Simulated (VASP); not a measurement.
Crystal: RuS.

```
CELL_PARAMETERS angstrom
0.00000 2.60052 2.60052
2.60052 0.00000 2.60052
2.60052 2.60052 0.00000
ATOMIC_POSITIONS crystal
Ru 0.00000 0.00000 0.00000
S 0.25000 0.25000 0.25000
```

Base run:

| Quantity | Value |
| --- | --- |
| Program | VASP 6.6.1 |
| Functional | PBEsol |
| Potentials or basis | VASP PAW PBE potentials, release 64 (Ru_pv, S) |
| Cutoff | 520 eV |
| k mesh | 10 × 10 × 10 |
| Occupations | gaussian, width 0.05 eV |
| Spin | no spin polarisation |

Its results: band gap on the k mesh zero (band 10 reaches 10.28 eV, above the bottom of band 11 at 7.44 eV); pressure -5.6 GPa.

Problem. The run is repeated on the same cell with these changes: functional from PBEsol to r2SCAN. What comes out?

Solution. Band gap on the k mesh zero (band 10 reaches 10.79 eV, above the bottom of band 11 at 7.56 eV); pressure -2.7 GPa.

Caveats: the PAW data sets were made with another functional, which shifts forces and pressure a little.
